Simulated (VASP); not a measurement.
# Mn (P6_3/mmc) in VASP: notebook

Mn is run at these levels: PBEsol; tasks: single point, relaxation of cell and atoms.

All numbers are computed with VASP 6.6.1; they aren't measurements. Logs are shortened: lines on timing, memory, paths and dates and some standing lists are left out, and cuts for length are marked.

### Step 1. The cell of the first run

It takes space group P6_3/mmc (No. 194, hexagonal). The conventional cell has a = 2.451 Å, b = 2.451 Å, c = 3.965 Å, α = 90.00°, β = 90.00°, γ = 120.00°. Mn (site symmetry -6m2) has 12 Mn at 2.44 to 2.45 Å within 3.2 Å.

This isn't the form of Mn at room conditions, which is a 58-atom cubic cell.

### Step 2. Single point, PBEsol, collinear spin, ferromagnetic start (10.32 Å³/atom)

Contents of INCAR:

```
  PREC = Accurate
  ENCUT = 520
  EDIFF = 1E-6
  ISMEAR = -1
  SIGMA = 0.05
  LREAL = False
  LASPH = True
  NELM = 150
  ALGO = Normal
  ISIF = 2
  LWAVE = False
  LCHARG = True
  ISPIN = 2
  MAGMOM = 3 3
  LORBIT = 11
  LMAXMIX = 4
  GGA = PS
  LELF = True
  LVHAR = True
  NBANDS = 24
```

Contents of KPOINTS:

```
regular mesh
0
Gamma
  17 17 9
```

Contents of POSCAR:

```
Mn
1.0
    2.4514152765      0.0000000000      0.0000000000
   -1.2257076382      2.1229879047      0.0000000000
    0.0000000000      0.0000000000      3.9653478828
Mn
2
Direct
    0.3333333333      0.6666666667      0.2500000000
    0.6666666667      0.3333333333      0.7500000000
```

Potentials or basis: VASP PAW PBE potentials, release 64 (Mn_pv).

Command:

```
> cat potpaw_PBE.64/Mn_pv/POTCAR > POTCAR
> mpirun -np 1 vasp_std > vasp.out
```

OUTCAR:

```text
PREC = Accurate
   ENCUT = 520
   EDIFF = 1E-6
   ISMEAR = -1
   LREAL = False
   LASPH = True
   NELM = 150
   ISIF = 2
   ISPIN = 2
   LORBIT = 11
   GGA = PS

 ion  position               nearest neighbor table
   1  0.333  0.667  0.250-   2 2.44   2 2.44   2 2.44   2 2.44   2 2.44   2 2.44
   2  0.667  0.333  0.750-   1 2.44   1 2.44   1 2.44   1 2.44   1 2.44   1 2.44

  LATTYP: Found a hexagonal cell.
 ALAT       =     2.4514152765
 C/A-ratio  =     1.6175749253

  Lattice vectors:

 A1 = (   2.4514152765,   0.0000000000,   0.0000000000)
 A2 = (  -1.2257076382,   2.1229879047,   0.0000000000)
 A3 = (   0.0000000000,   0.0000000000,   3.9653478828)

Analysis of symmetry for initial positions (statically):
=====================================================================
 Subroutine PRICEL returns:
 Original cell was already a primitive cell.

 Routine SETGRP: Setting up the symmetry group for a
 hexagonal supercell.

 Subroutine GETGRP returns: Found 24 space group operations
 (whereof 12 operations were pure point group operations)
 out of a pool of 24 trial point group operations.

The static configuration has the point symmetry D_3d.
 The point group associated with its full space group is D_6h.

Analysis of symmetry for dynamics (positions and initial velocities):
=====================================================================
 Subroutine PRICEL returns:
 Original cell was already a primitive cell.

 Routine SETGRP: Setting up the symmetry group for a
 hexagonal supercell.

 Subroutine GETGRP returns: Found 24 space group operations
 (whereof 12 operations were pure point group operations)
 out of a pool of 24 trial point group operations.

The dynamic configuration has the point symmetry D_3d.
 The point group associated with its full space group is D_6h.

Analysis of structural, dynamic, and magnetic symmetry:
=====================================================================
 Subroutine PRICEL returns:
 Original cell was already a primitive cell.

 Routine SETGRP: Setting up the symmetry group for a
 hexagonal supercell.

 Subroutine GETGRP returns: Found 24 space group operations
 (whereof 12 operations were pure point group operations)
 out of a pool of 24 trial point group operations.

The overall configuration has the point symmetry D_3d.
 The point group associated with its full space group is D_6h.

 Subroutine INISYM returns: Found 24 space group operations
 (whereof 12 operations are pure point group operations),
 and found     1 'primitive' translations

----------------------------------------------------------------------------------------

                                     Primitive cell

  volume of cell :      20.6370

  direct lattice vectors                    reciprocal lattice vectors
     2.451415277  0.000000000  0.000000000     0.407927620  0.235517121  0.000000000
    -1.225707638  2.122987905  0.000000000     0.000000000  0.471034243  0.000000000
     0.000000000  0.000000000  3.965347883     0.000000000  0.000000000  0.252184683

  length of vectors
     2.451415277  2.451415276  3.965347883     0.471034243  0.471034243  0.252184683

  position of ions in fractional coordinates (direct lattice)
     0.333333333  0.666666667  0.250000000
     0.666666667  0.333333333  0.750000000

  ion indices of the primitive-cell ions
   primitive index   ion index
                 1           1
                 2           2

----------------------------------------------------------------------------------------

 KPOINTS: regular mesh

Automatic generation of k-mesh.
 Grid dimensions read from file:
 generate k-points for:   17   17    9

 Generating k-lattice:

  Cartesian coordinates                     Fractional coordinates (reciprocal lattice)
     0.023995742  0.013853948  0.000000000     0.058823529  0.000000000  0.000000000
     0.000000000  0.027707897  0.000000000     0.000000000  0.058823529  0.000000000
     0.000000000  0.000000000  0.028020520     0.000000000  0.000000000  0.111111111

  Length of vectors
     0.027707897  0.027707897  0.028020520

  Shift w.r.t. Gamma in fractional coordinates (k-lattice)
     0.000000000  0.000000000  0.000000000

 Subroutine IBZKPT returns following result:
 ===========================================

 Found    165 irreducible k-points:

 Following reciprocal coordinates:
            Coordinates               Weight
  0.000000  0.000000  0.000000      1.000000
  0.058824  0.000000  0.000000      6.000000
  0.117647  0.000000  0.000000      6.000000
  0.176471  0.000000  0.000000      6.000000
  0.235294  0.000000  0.000000      6.000000
  0.294118  0.000000  0.000000      6.000000
[... 16 lines left out ...]
  0.411765  0.117647  0.000000     12.000000
  0.176471  0.176471  0.000000      6.000000
 [... further k-points ...]
   k-points           NKPTS =    165   k-points in BZ     NKDIM =    165   number of bands    NBANDS=     24
   number of dos      NEDOS =    301   number of ions     NIONS =      2
   total plane-waves  NPLWV =   9720
   dimension x,y,z NGX =    18 NGY =   18 NGZ =   30
   dimension x,y,z NGXF=    36 NGYF=   36 NGZF=   60
   ions per type =               2
   NGX,Y,Z   is equivalent  to a cutoff of  12.21, 12.21, 12.58 a.u.
   NGXF,Y,Z  is equivalent  to a cutoff of  24.41, 24.41, 25.15 a.u.
 SYSTEM =  unknown system
   PREC   = accura    normal or accurate (medium, high low for compatibility)
   ISTART =      0    job   : 0-new  1-cont  2-samecut
   ICHARG =      2    charge: 1-file 2-atom 10-const
   ISPIN  =      2    spin polarized calculation?
   LNONCOLLINEAR =      F non collinear calculations
   LSORBIT =      F    spin-orbit coupling
   LASPH  =      T    aspherical Exc in radial PAW
   ENCUT  =  520.0 eV  38.22 Ry    6.18 a.u.   4.56  4.56  7.37*2*pi/ulx,y,z
   NELM   =    150;   NELMIN=  2; NELMDL= -5     # of ELM steps
   EDIFF  = 0.1E-05   stopping-criterion for ELM
   LREAL  =      F    real-space projection
   EDIFFG = 0.1E-04   stopping-criterion for IOM
   NSW    =      0    number of steps for IOM
   IBRION =     -1    ionic relax: 0-MD 1-quasi-New 2-CG
   NFREE  =      0    steps in history (QN), initial steepest desc. (CG)
   ISIF   =      2    stress and relaxation
   ISYM   =      2    0-nonsym 1-usesym 2-fastsym
   POTIM  = 0.5000    time-step for ionic-motion
   TEBEG  =    0.0;   TEEND  =   0.0 temperature during run
   PSTRESS=    0.0 pullay stress
   NELECT =      26.0000    total number of electrons
   NUPDOWN=      -1.0000    fix difference up-down
   EMIN   =  10.00;   EMAX   =-10.00  energy-range for DOS
   EFERMI =   0.00;   METHOD = LEGACY
   ISMEAR =    -1;   SIGMA  =   0.05  broadening in eV -4-tet -1-fermi 0-gaus
   EFERMI_NEDOS =   21; number of points for ismear=-14 and -15
   IALGO  =     38    algorithm
   IMIX   =      4    mixing-type and parameters
     AMIX     =   0.40;   BMIX     =  1.00
     AMIX_MAG =   1.60;   BMIX_MAG =  1.00
  volume/ion in A,a.u.               =      10.32        69.63
  Fermi-wavevector in a.u.,A,eV,Ry     =   1.768143  3.341306 42.536296  3.126330
  Thomas-Fermi vector in A             =   2.835389
   LORBIT       =     11    0 simple, 1 ext, 2 COOP (PROOUT), +10 PAW based schemes
   GGA     = PS    functional components
   LHFCALC =     F    Hartree Fock is set to
   AEXX    =    0.0000 exact exchange contribution
   IVDW    =     0    specifies the selected vdW correction
   LEPSILON=     F    determine dielectric tensor
   LRPA    =     F    only Hartree local field effects (RPA)
 spin polarized calculation
  energy-cutoff  :      520.00
  volume of cell :       20.64
 maximum number of plane-waves:       574
   NGX =  9   NGY =  9   NGZ = 15

 number of electron      26.0000021 magnetization       0.0020477

 number of electron      26.0000021 magnetization      -0.0002590

 Free energy of the ion-electron system (eV)
  ---------------------------------------------------
  ext. energy  EPLUGINS =         0.00000000
  ---------------------------------------------------
  free energy    TOTEN  =       -19.42693795 eV

  energy without entropy =      -19.40592050  energy(sigma->0) =      -19.41642922

 E-fermi :  10.7752     XC(G=0): -14.4378

 val. band max:       10.7720410748   @ k =   0.1176   0.1176   0.0000
 cond. band min:      10.7835559124   @ k =   0.4706   0.0588   0.3333
 fundamental gap:      0.0115148376
 Fermi energy:        10.7751750015

 spin component 1

 k-point     1 :       0.0000    0.0000    0.0000
  band No.  band energies     occupation
      1     -37.4126      1.00000
      2     -36.6506      1.00000
      3     -36.6506      1.00000
      4     -36.5309      1.00000
      5     -36.5309      1.00000
      6     -36.5172      1.00000
[... 16 lines left out ...]
     23      37.9114      0.00000
     24      37.9114      0.00000
[... 598 lines left out ...]
      2     -37.0139      1.00000
      3     -37.0094      1.00000
      4     -36.7742      1.00000
      5     -36.6572      1.00000
      6     -36.6213      1.00000
[... 16 lines left out ...]
     23      33.0468      0.00000
     24      34.5644      0.00000

 [... further k-points ...]

 spin component 2

 k-point     1 :       0.0000    0.0000    0.0000
  band No.  band energies     occupation
      1     -37.4128      1.00000
      2     -36.6508      1.00000
      3     -36.6508      1.00000
      4     -36.5311      1.00000
      5     -36.5311      1.00000
      6     -36.5174      1.00000
[... 16 lines left out ...]
     23      37.9113      0.00000
     24      37.9113      0.00000
[... 598 lines left out ...]
      2     -37.0141      1.00000
      3     -37.0096      1.00000
      4     -36.7744      1.00000
      5     -36.6574      1.00000
      6     -36.6214      1.00000
[... 16 lines left out ...]
     23      33.0469      0.00000
     24      34.5644      0.00000

 [... further k-points ...]

------------------------ aborting loop because EDIFF is reached ----------------------------------------

  FORCE on cell =-STRESS in cart. coord.  units (eV):
  Direction    XX          YY          ZZ          XY          YZ          ZX
  --------------------------------------------------------------------------------------
  -------------------------------------------------------------------------------------
  Total       -0.0113221     -0.0113221     -0.0590809     -0.0000000      0.0000000     -0.0000000
  in kB       -0.8790084     -0.8790084     -4.5868223     -0.0000000      0.0000000     -0.0000000
  external PRESSURE =      -2.1149464 kB  Pullay stress =       0.0000000 kB

 VOLUME and BASIS-vectors are now :
 -----------------------------------------------------------------------------
  energy-cutoff  :      520.00
  volume of cell :       20.64
      direct lattice vectors                 reciprocal lattice vectors
     2.451415277  0.000000000  0.000000000     0.407927620  0.235517121  0.000000000
    -1.225707638  2.122987905  0.000000000     0.000000000  0.471034243  0.000000000
     0.000000000  0.000000000  3.965347883     0.000000000  0.000000000  0.252184683

 POSITION                                       TOTAL-FORCE (eV/Angst)
 -----------------------------------------------------------------------------------
     -0.00000      1.41533      0.99134        -0.000000      0.000000      0.000000
      1.22571      0.70766      2.97401         0.000000     -0.000000      0.000000
 -----------------------------------------------------------------------------------
    total drift:                               -0.000000      0.000000     -0.000000

  FREE ENERGIE OF THE ION-ELECTRON SYSTEM (eV)
  ---------------------------------------------------
  free  energy   TOTEN  =       -19.4269379497 eV

  energy  without entropy=      -19.4059204970  energy(sigma->0) =      -19.41642922

 total charge

# of ion       s       p       d       tot
------------------------------------------
    1        0.446   6.432   5.199  12.077
    2        0.446   6.432   5.199  12.077
--------------------------------------------------
tot          0.892  12.864  10.399  24.154

 magnetization (x)

# of ion       s       p       d       tot
------------------------------------------
    1        0.000   0.000  -0.000  -0.000
    2        0.000   0.000  -0.000  -0.000
--------------------------------------------------
tot          0.000   0.000  -0.000  -0.000
```

It took 80 s on 1 thread of Intel Xeon Platinum 8488C (Sapphire Rapids), shared host; peak memory 0.22 GiB.

What came out:

| Property | Result |
| --- | --- |
| Free energy | -19.4269 eV |
| Pressure | -0.2 GPa |
| Band gap on the k mesh | zero (filled and empty bands overlap) |
| Net moment | 0.00 μB per cell |
| Valence electrons inside the program's atomic spheres | Mn 12.08 |

Caveat: the moments typed at the start vanished in this run; the PAW data sets were made with another functional, which shifts forces and pressure a little.

### Step 3. Single point, PBEsol, collinear spin, antiferromagnetic start (11.14 Å³/atom)

This run uses another cell than the first one, of 11.14 Å³/atom.

Contents of INCAR:

```
SYSTEM = Mn
ALGO = Normal
EDIFF = 1E-6
ENCUT = 500
GGA = PS
GGA_COMPAT = .False.
ISIF = 2
ISMEAR = -1
ISPIN = 2
LASPH = .True.
LCHARG = .False.
LMAXMIX = 4
LORBIT = 11
LREAL = .False.
LWAVE = .False.
MAGMOM = 3 -3
NBANDS = 24
NELM = 200
PREC = Accurate
SIGMA = 0.05
```

Contents of KPOINTS:

```
k-points
0
Gamma
  17 17 9
  0 0 0
```

Contents of POSCAR:

```
Mn
1.0
    2.5151750299      0.0000000000      0.0000000000
   -1.2575875149      2.1782054709      0.0000000000
    0.0000000000      0.0000000000      4.0682822884
Mn
2
Direct
    0.3333333333      0.6666666667      0.2500000000
    0.6666666667      0.3333333333      0.7500000000
```

Potentials or basis: VASP PAW PBE potentials, release 64 (Mn_pv).

Command:

```
> cat potpaw_PBE.64/Mn_pv/POTCAR > POTCAR
> mpirun -np 1 vasp_std > vasp.out
```

OUTCAR:

```text
SYSTEM = Mn
   EDIFF = 1E-6
   ENCUT = 500
   GGA = PS
   ISIF = 2
   ISMEAR = -1
   ISPIN = 2
   LASPH = .True.
   LORBIT = 11
   LREAL = .False.
   NELM = 200
   PREC = Accurate

 ion  position               nearest neighbor table
   1  0.333  0.667  0.250-   2 2.50   2 2.50   2 2.50   2 2.50   2 2.50   2 2.50
   2  0.667  0.333  0.750-   1 2.50   1 2.50   1 2.50   1 2.50   1 2.50   1 2.50

  LATTYP: Found a hexagonal cell.
 ALAT       =     2.5151750299
 C/A-ratio  =     1.6174947032

  Lattice vectors:

 A1 = (   2.5151750299,   0.0000000000,   0.0000000000)
 A2 = (  -1.2575875149,   2.1782054709,   0.0000000000)
 A3 = (   0.0000000000,   0.0000000000,   4.0682822884)

Analysis of symmetry for initial positions (statically):
[... 1515 lines left out ...]
  volume of cell :       22.29
      direct lattice vectors                 reciprocal lattice vectors
     2.515175030  0.000000000  0.000000000     0.397586644  0.229546756  0.000000000
    -1.257587515  2.178205471  0.000000000     0.000000000  0.459093512  0.000000000
     0.000000000  0.000000000  4.068282288     0.000000000  0.000000000  0.245803985

 POSITION                                       TOTAL-FORCE (eV/Angst)
 -----------------------------------------------------------------------------------
     -0.00000      1.45214      1.01707         0.000000      0.000000      0.000000
      1.25759      0.72607      3.05121        -0.000000     -0.000000      0.000000
 -----------------------------------------------------------------------------------
    total drift:                                0.000000     -0.000000      0.000000

  FREE ENERGIE OF THE ION-ELECTRON SYSTEM (eV)
  ---------------------------------------------------
  free  energy   TOTEN  =       -19.3211703409 eV

  energy  without entropy=      -19.3014189944  energy(sigma->0) =      -19.31129467

 total charge

# of ion       s       p       d       tot
------------------------------------------
    1        0.415   6.380   5.126  11.921
    2        0.415   6.380   5.126  11.921
--------------------------------------------------
tot          0.831  12.759  10.253  23.842

 magnetization (x)

# of ion       s       p       d       tot
------------------------------------------
    1        0.004   0.010   0.593   0.607
    2       -0.004  -0.010  -0.593  -0.607
--------------------------------------------------
tot          0.000   0.000   0.000   0.000
```

stdout:

```text
POSCAR found type information on POSCAR Mn
 POSCAR found :  1 types and       2 ions
 scaLAPACK will be used
 -----------------------------------------------------------------------------
|                                                                             |
|                                                                             |
|     You enforced a specific xc type in the INCAR file but a different       |
|     I HOPE YOU KNOW WHAT YOU ARE DOING!                                     |
|                                                                             |
 -----------------------------------------------------------------------------

 LDA part: xc-table for (Slater+PW92), standard interpolation
 POSCAR, INCAR and KPOINTS ok, starting setup
 FFT: planning ... GRIDC
 FFT: planning ... GRID_SOFT
 FFT: planning ... GRID
 WAVECAR not read
 entering main loop
```

Run time: 1.9 min. Hardware: 1 thread of Oxide Virtual Turin-like, shared host; peak memory 0.18 GiB.

What came out:

| Quantity | Value |
| --- | --- |
| Free energy | -19.3212 eV |
| Pressure | -18.4 GPa |
| Band gap on the k mesh | zero (filled and empty bands overlap) |
| Net moment | 0.00 μB per cell |
| Site moments | Mn +0.61, -0.61 μB |
| Valence electrons inside the program's atomic spheres | Mn 11.92 |

Levels at points of the mesh, in eV from the Fermi level:
Spin up:
```tsv
k point	band 10	band 11	band 12	band 13	band 14	band 15	band 16	band 17
(0.00, 0.00, 0.00)	-0.98	-0.87	-0.33	-0.33	-0.01	-0.01	0.69	1.65
```
Spin down:
```csv
k point,band 11,band 12,band 13,band 14,band 15,band 16
"(0.00, 0.00, 0.00)",-0.87,-0.33,-0.33,-0.01,-0.01,0.69
```

Caveat: the cell stands under tension; the antiferromagnetic order is the one typed at the start, and another may lie lower; the PAW data sets were made with another functional, which shifts forces and pressure a little.

(Continued in part 2 of 2.)

The gap in the log of VASP goes by the Fermi energy; the results here count the filled bands.